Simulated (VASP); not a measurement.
Here is a VASP 6.6.1 calculation.

INCAR

```
SYSTEM = CoPdO2
  ALGO = Normal
  EDIFF = 1E-7
  ENCUT = 520
  GGA = RP
  ISIF = 2
  ISMEAR = 0
  ISPIN = 2
  IVDW = 13
  LASPH = .TRUE.
  LCHARG = .FALSE.
  LDAU = .TRUE.
  LDAUJ = 0 0 0
  LDAUL = 2 -1 -1
  LDAUPRINT = 1
  LDAUTYPE = 2
  LDAUU = 3.3 0 0
  LMAXMIX = 4
  LORBIT = 11
  LREAL = .FALSE.
  LWAVE = .FALSE.
  MAGMOM = 0 0 0 0
  NBANDS = 28
  NELM = 150
  PREC = Accurate
  SIGMA = 0.05
```

KPOINTS

```
k-points
0
G
  10 10 10
  0 0 0
```

Contents of POSCAR:

```
CoPdO2
1.0
    1.4308639202      0.8261096695      5.9590416033
   -1.4308639202      0.8261096695      5.9590416033
    0.0000000000     -1.6522193391      5.9590416033
Co Pd O
1 1 2
Direct
    0.5000000000      0.5000000000      0.5000000000
    0.0000000000      0.0000000000      0.0000000000
    0.1120408297      0.1120408297      0.1120408297
    0.8879591703      0.8879591703      0.8879591703
```

Potentials or basis: VASP PAW PBE potentials, release 64 (Co, Pd, O).

The run is started by

```sh
$ cat potpaw_PBE.64/Co/POTCAR potpaw_PBE.64/Pd/POTCAR potpaw_PBE.64/O/POTCAR > POTCAR
$ mpirun -np 1 vasp_std > vasp.out
```

(1) Predict the net moment.

(2) What does it give for the pressure?

(3) What does it give for the largest force?

## Answers

(1) 0.00 μB per cell.

(2) -4.9 GPa.

(3) 0.102 eV/Å.

Caveat: the cell stands under tension; the PAW data sets were made with another functional, which shifts forces and pressure a little.
